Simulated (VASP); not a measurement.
# Ba (P6/mmm) in VASP: notebook

Ba is run at these levels: LDA; tasks: single point.

Everything below comes from runs of VASP 6.6.1. Logs are shortened: lines on timing, memory, paths and dates and some standing lists are left out, and cuts for length are marked.

## 1. The cell of the first run

The structure is hexagonal, space group P6/mmm (No. 191). Conventional cell: a = 4.657 Å, b = 4.657 Å, c = 4.226 Å, α = 90.00°, β = 90.00°, γ = 120.00°. Within 5.5 Å of Ba (site symmetry 6/mmm) lie 8 Ba at 4.23 to 4.66 Å.

## 2. Single point, LDA (strain +0.080 along x and y, +0.080 along z)

File INCAR:

```
SYSTEM = Ba
ALGO = Fast
EDIFF = 1E-7
ENCUT = 520
ISIF = 2
ISMEAR = 0
LASPH = .TRUE.
LCHARG = .FALSE.
LREAL = .FALSE.
LWAVE = .FALSE.
NBANDS = 11
NELM = 80
PREC = Accurate
SIGMA = 0.15
```

File KPOINTS:

```
k-points
0
G
  15 15 12
  0 0 0
```

File POSCAR:

```
Ba
1.0
    4.6565427937      0.0000000000      0.0000000000
   -2.3282713969      4.0326843532      0.0000000000
    0.0000000000      0.0000000000      4.2264863640
Ba
1
Direct
    0.0000000000      0.0000000000      0.0000000000
```

Potentials or basis: VASP PAW LDA potentials, release 64 (Ba_sv).

Launch:

```
$ cat potpaw_LDA.64/Ba_sv/POTCAR > POTCAR
$ mpirun -np 1 vasp_std > vasp.out
```

OUTCAR:

```text
SYSTEM = Ba
   EDIFF = 1E-7
   ENCUT = 520
   ISIF = 2
   ISMEAR = 0
   LASPH = .TRUE.
   LREAL = .FALSE.
   NELM = 80
   PREC = Accurate

 ion  position               nearest neighbor table
   1  0.000  0.000  0.000-

  LATTYP: Found a hexagonal cell.
 ALAT       =     4.6565427937
 C/A-ratio  =     0.9076446951

  Lattice vectors:

 A1 = (   4.6565427937,   0.0000000000,   0.0000000000)
 A2 = (  -2.3282713969,   4.0326843532,   0.0000000000)
 A3 = (   0.0000000000,   0.0000000000,   4.2264863640)

Analysis of symmetry for initial positions (statically):
=====================================================================
 Subroutine PRICEL returns:
 Original cell was already a primitive cell.

 Routine SETGRP: Setting up the symmetry group for a
 hexagonal supercell.

 Subroutine GETGRP returns: Found 24 space group operations
 (whereof 24 operations were pure point group operations)
 out of a pool of 24 trial point group operations.

The static configuration has the point symmetry D_6h.

Analysis of symmetry for dynamics (positions and initial velocities):
=====================================================================
 Subroutine PRICEL returns:
 Original cell was already a primitive cell.

 Routine SETGRP: Setting up the symmetry group for a
 hexagonal supercell.

 Subroutine GETGRP returns: Found 24 space group operations
 (whereof 24 operations were pure point group operations)
 out of a pool of 24 trial point group operations.

The dynamic configuration has the point symmetry D_6h.

 Subroutine INISYM returns: Found 24 space group operations
 (whereof 24 operations are pure point group operations),
 and found     1 'primitive' translations

----------------------------------------------------------------------------------------

                                     Primitive cell

  volume of cell :      79.3665

  direct lattice vectors                    reciprocal lattice vectors
     4.656542794  0.000000000  0.000000000     0.214751597  0.123986892  0.000000000
    -2.328271397  4.032684353  0.000000000     0.000000000  0.247973784  0.000000000
     0.000000000  0.000000000  4.226486364     0.000000000  0.000000000  0.236603153

  length of vectors
     4.656542794  4.656542794  4.226486364     0.247973784  0.247973784  0.236603153

  position of ions in fractional coordinates (direct lattice)
     0.000000000  0.000000000  0.000000000

  ion indices of the primitive-cell ions
   primitive index   ion index
                 1           1

----------------------------------------------------------------------------------------

 KPOINTS: k-points

Automatic generation of k-mesh.
 Grid dimensions read from file:
 generate k-points for:   15   15   12

 Generating k-lattice:

  Cartesian coordinates                     Fractional coordinates (reciprocal lattice)
     0.014316773  0.008265793  0.000000000     0.066666667  0.000000000  0.000000000
     0.000000000  0.016531586  0.000000000     0.000000000  0.066666667  0.000000000
     0.000000000  0.000000000  0.019716929     0.000000000  0.000000000  0.083333333

  Length of vectors
     0.016531586  0.016531586  0.019716929

  Shift w.r.t. Gamma in fractional coordinates (k-lattice)
     0.000000000  0.000000000  0.000000000

 Subroutine IBZKPT returns following result:
 ===========================================

 Found    189 irreducible k-points:

 Following reciprocal coordinates:
            Coordinates               Weight
  0.000000  0.000000  0.000000      1.000000
  0.066667  0.000000  0.000000      6.000000
  0.133333  0.000000  0.000000      6.000000
  0.200000  0.000000  0.000000      6.000000
  0.266667  0.000000  0.000000      6.000000
  0.333333  0.000000  0.000000      6.000000
[... 16 lines left out ...]
  0.333333  0.200000  0.000000     12.000000
  0.400000  0.200000  0.000000      6.000000
 [... further k-points ...]
   k-points           NKPTS =    189   k-points in BZ     NKDIM =    189   number of bands    NBANDS=     11
   number of dos      NEDOS =    301   number of ions     NIONS =      1
   total plane-waves  NPLWV =  41472
   dimension x,y,z NGX =    36 NGY =   36 NGZ =   32
   dimension x,y,z NGXF=    72 NGYF=   72 NGZF=   64
   ions per type =               1
   NGX,Y,Z   is equivalent  to a cutoff of  12.85, 12.85, 12.59 a.u.
   NGXF,Y,Z  is equivalent  to a cutoff of  25.71, 25.71, 25.17 a.u.
 SYSTEM =  Ba
   PREC   = accura    normal or accurate (medium, high low for compatibility)
   ISTART =      0    job   : 0-new  1-cont  2-samecut
   ICHARG =      2    charge: 1-file 2-atom 10-const
   ISPIN  =      1    spin polarized calculation?
   LNONCOLLINEAR =      F non collinear calculations
   LSORBIT =      F    spin-orbit coupling
   LASPH  =      T    aspherical Exc in radial PAW
   ENCUT  =  520.0 eV  38.22 Ry    6.18 a.u.   8.66  8.66  7.86*2*pi/ulx,y,z
   NELM   =     80;   NELMIN=  2; NELMDL= -5     # of ELM steps
   EDIFF  = 0.1E-06   stopping-criterion for ELM
   LREAL  =      F    real-space projection
   EDIFFG = 0.1E-05   stopping-criterion for IOM
   NSW    =      0    number of steps for IOM
   IBRION =     -1    ionic relax: 0-MD 1-quasi-New 2-CG
   NFREE  =      0    steps in history (QN), initial steepest desc. (CG)
   ISIF   =      2    stress and relaxation
   ISYM   =      2    0-nonsym 1-usesym 2-fastsym
   POTIM  = 0.5000    time-step for ionic-motion
   TEBEG  =    0.0;   TEEND  =   0.0 temperature during run
   PSTRESS=    0.0 pullay stress
   NELECT =      10.0000    total number of electrons
   NUPDOWN=      -1.0000    fix difference up-down
   EMIN   =  10.00;   EMAX   =-10.00  energy-range for DOS
   EFERMI =   0.00;   METHOD = LEGACY
   ISMEAR =     0;   SIGMA  =   0.15  broadening in eV -4-tet -1-fermi 0-gaus
   EFERMI_NEDOS =   21; number of points for ismear=-14 and -15
   IALGO  =     68    algorithm
   IMIX   =      4    mixing-type and parameters
     AMIX     =   0.40;   BMIX     =  1.00
     AMIX_MAG =   1.60;   BMIX_MAG =  1.00
  volume/ion in A,a.u.               =      79.37       535.59
  Fermi-wavevector in a.u.,A,eV,Ry     =   0.820721  1.550938  9.164660  0.673584
  Thomas-Fermi vector in A             =   1.931754
   LORBIT       =      0    0 simple, 1 ext, 2 COOP (PROOUT), +10 PAW based schemes
   GGA     = CA    functional components
   LHFCALC =     F    Hartree Fock is set to
   AEXX    =    0.0000 exact exchange contribution
   IVDW    =     0    specifies the selected vdW correction
   LEPSILON=     F    determine dielectric tensor
   LRPA    =     F    only Hartree local field effects (RPA)
 non-spin polarized calculation
 RMM-DIIS sequential band-by-band and
 Gauss-broadening in eV      SIGMA  =   0.15
  energy-cutoff  :      520.00
  volume of cell :       79.37
 maximum number of plane-waves:      2153
 NGX is ok and might be reduce to    36
   NGX = 17   NGY = 17   NGZ = 15

 number of electron      10.0000001 magnetization

 Free energy of the ion-electron system (eV)
  ---------------------------------------------------
  ext. energy  EPLUGINS =         0.00000000
  ---------------------------------------------------
  free energy    TOTEN  =        -1.86443459 eV

  energy without entropy =       -1.85021029  energy(sigma->0) =       -1.85732244

 E-fermi :   0.7554     XC(G=0):  -6.8882

 val. band max:        0.7076496687   @ k =   0.4667   0.0667   0.3333
 cond. band min:       0.7574871409   @ k =   0.4667   0.0667   0.2500
 fundamental gap:      0.0498374722
 Fermi energy:         0.7553726292

 k-point     1 :       0.0000    0.0000    0.0000
  band No.  band energies     occupation
      1     -28.6220      2.00000
      2     -13.6663      2.00000
      3     -13.6663      2.00000
      4     -13.5958      2.00000
      5      -1.8189      2.00000
      6       0.8517      0.36382
      7       2.1623      0.00000
      8       2.1623      0.00000
      9       4.5380      0.00000
     10       4.5380      0.00000
     11       6.3445      0.00000

 k-point     2 :       0.0667    0.0000    0.0000
  band No.  band energies     occupation
      1     -28.6213      2.00000
      2     -13.6768      2.00000
      3     -13.6687      2.00000
      4     -13.5948      2.00000
      5      -1.7598      2.00000
      6       0.8748      0.26024
      7       2.0723      0.00000
      8       2.2205      0.00000
      9       4.4331      0.00000
     10       4.5239      0.00000
     11       6.5231      0.00000

 k-point     3 :       0.1333    0.0000    0.0000
  band No.  band energies     occupation
      1     -28.6195      2.00000
      2     -13.7062      2.00000
      3     -13.6756      2.00000
      4     -13.5919      2.00000
      5      -1.5880      2.00000
      6       0.9389      0.08363
      7       1.8511      0.00000
      8       2.3931      0.00000
      9       4.1838      0.00000
     10       4.4848      0.00000
     11       6.9874      0.00000

 k-point     4 :       0.2000    0.0000    0.0000
  band No.  band energies     occupation
      1     -28.6168      2.00000
      2     -13.7491      2.00000
      3     -13.6857      2.00000
      4     -13.5876      2.00000
      5      -1.3204      2.00000
      6       1.0233      0.01154
      7       1.5971      0.00000
      8       2.6741      0.00000
      9       3.8923      0.00000
     10       4.4287      0.00000
     11       6.7635      0.00000
[... 239 lines left out ...]
 k-point    22 :       0.2667    0.2000    0.0000
  band No.  band energies     occupation
      1     -28.6077      2.00000
      2     -13.8544      2.00000
      3     -13.7532      2.00000
      4     -13.5733      2.00000
      5      -0.1276      2.00000
      6       0.9807      0.03361
      7       1.2648      0.00000
      8       3.3700      0.00000
      9       3.9825      0.00000
     10       3.9989      0.00000
     11       5.0350      0.00000

 k-point    23 :       0.3333    0.2000    0.0000
  band No.  band energies     occupation
      1     -28.6062      2.00000
      2     -13.8678      2.00000
      3     -13.7680      2.00000
      4     -13.5709      2.00000
      5       0.1610      2.00000
      6       0.9659      0.04717
      7       1.2258      0.00001
      8       3.3201      0.00000
      9       3.9089      0.00000
     10       4.2529      0.00000
     11       4.7578      0.00000

 k-point    24 :       0.4000    0.2000    0.0000
  band No.  band energies     occupation
      1     -28.6057      2.00000
      2     -13.8723      2.00000
      3     -13.7735      2.00000
      4     -13.5701      2.00000
      5       0.2687      2.00000
      6       1.0284      0.01006
      7       1.1478      0.00022
      8       3.3043      0.00000
      9       3.8762      0.00000
     10       4.3118      0.00000
     11       4.7219      0.00000

 [... further k-points ...]

------------------------ aborting loop because EDIFF is reached ----------------------------------------

  FORCE on cell =-STRESS in cart. coord.  units (eV):
  Direction    XX          YY          ZZ          XY          YZ          ZX
  --------------------------------------------------------------------------------------
  -------------------------------------------------------------------------------------
  Total       -1.1190500     -1.1190500     -0.7947621      0.0000000      0.0000000      0.0000000
  in kB      -22.5903407    -22.5903407    -16.0439173      0.0000000      0.0000000      0.0000000
  external PRESSURE =     -20.4081996 kB  Pullay stress =       0.0000000 kB

 VOLUME and BASIS-vectors are now :
 -----------------------------------------------------------------------------
  energy-cutoff  :      520.00
  volume of cell :       79.37
      direct lattice vectors                 reciprocal lattice vectors
     4.656542794  0.000000000  0.000000000     0.214751597  0.123986892  0.000000000
    -2.328271397  4.032684353  0.000000000     0.000000000  0.247973784  0.000000000
     0.000000000  0.000000000  4.226486364     0.000000000  0.000000000  0.236603153

 POSITION                                       TOTAL-FORCE (eV/Angst)
 -----------------------------------------------------------------------------------
      0.00000      0.00000      0.00000         0.000000      0.000000      0.000000
 -----------------------------------------------------------------------------------
    total drift:                                0.000000      0.000000     -0.000000

  FREE ENERGIE OF THE ION-ELECTRON SYSTEM (eV)
  ---------------------------------------------------
  free  energy   TOTEN  =        -1.8644345861 eV

  energy  without entropy=       -1.8502102901  energy(sigma->0) =       -1.85732244
```

Run time: 1.8 min. Hardware: 1 thread of Intel Xeon Platinum 8375C at 2.90GHz (Ice Lake), shared host; peak memory 0.28 GiB.

Results:

```
Free energy            : -1.8644 eV
Pressure               : -2.0 GPa
Band gap on the k mesh : zero (band 5 reaches 1.00 eV, above the bottom of band 6 at 0.66 eV)
```

Stress tensor (GPa, compression positive):
```
-2.26  0.00  0.00
 0.00 -2.26  0.00
 0.00  0.00 -1.60
```

Levels at points of the mesh, in eV from the Fermi level:
| k point | band 3 | band 4 | band 5 | band 6 | band 7 | band 8 |
| --- | --- | --- | --- | --- | --- | --- |
| (0.00, 0.00, 0.00) | -14.42 | -14.35 | -2.57 | 0.10 | 1.41 | 1.41 |
| (0.00, 0.00, 0.50) | -14.39 | -14.39 | -0.96 | 0.43 | 1.84 | 1.84 |

Caveat: the cell differs from its parent crystal (strain +0.080 along x and y, +0.080 along z); spin-orbit coupling is left out, which moves the levels of the heavy elements.

## 3. Single point, LDA (strain -0.080 along x and y, -0.040 along z)

File INCAR:

```
SYSTEM = Ba
ALGO = Fast ; EDIFF = 1E-6
ENCUT = 520 ; ISIF = 2
ISMEAR = 0 ; LASPH = .TRUE.
LCHARG = .FALSE. ; LREAL = .FALSE.
LWAVE = .FALSE. ; NBANDS = 11
NELM = 80 ; PREC = Accurate
SIGMA = 0.15
```

KPOINTS is that of step 2.

File POSCAR:

```
Ba
1.0
    3.9666846021      0.0000000000      0.0000000000
   -1.9833423011      3.4352496342      0.0000000000
    0.0000000000      0.0000000000      3.7568767680
Ba
1
Direct
    0.0000000000      0.0000000000      0.0000000000
```

Potentials or basis: VASP PAW LDA potentials, release 64 (Ba_sv).

Launch:

```
$ cat potpaw_LDA.64/Ba_sv/POTCAR > POTCAR
$ mpirun -np 1 vasp_std > vasp.out
```

It took 79 s on 1 thread of Intel Xeon Platinum 8375C at 2.90GHz (Ice Lake), shared host; peak memory 0.22 GiB.

It converged, with:

```
Free energy            : -2.0869 eV
Pressure               : 0.4 GPa
Band gap on the k mesh : zero (band 5 reaches 2.92 eV, above the bottom of band 6 at 1.90 eV)
```

Stress tensor (GPa, compression positive):
```
 0.62  0.00  0.00
 0.00  0.62  0.00
 0.00  0.00 -0.15
```

Levels at points of the mesh, in eV from the Fermi level:
| k point | band 2 | band 3 | band 4 | band 5 | band 6 | band 7 | band 8 | band 9 |
| --- | --- | --- | --- | --- | --- | --- | --- | --- |
| (0.00, 0.00, 0.00) | -13.48 | -13.48 | -13.48 | -2.75 | -0.13 | 1.90 | 1.90 | 5.84 |
| (0.00, 0.00, 0.50) | -14.58 | -13.37 | -13.37 | -0.82 | 1.15 | 2.52 | 2.52 | 3.27 |

Caveat: the cell differs from its parent crystal (strain -0.080 along x and y, -0.040 along z); spin-orbit coupling is left out, which moves the levels of the heavy elements.
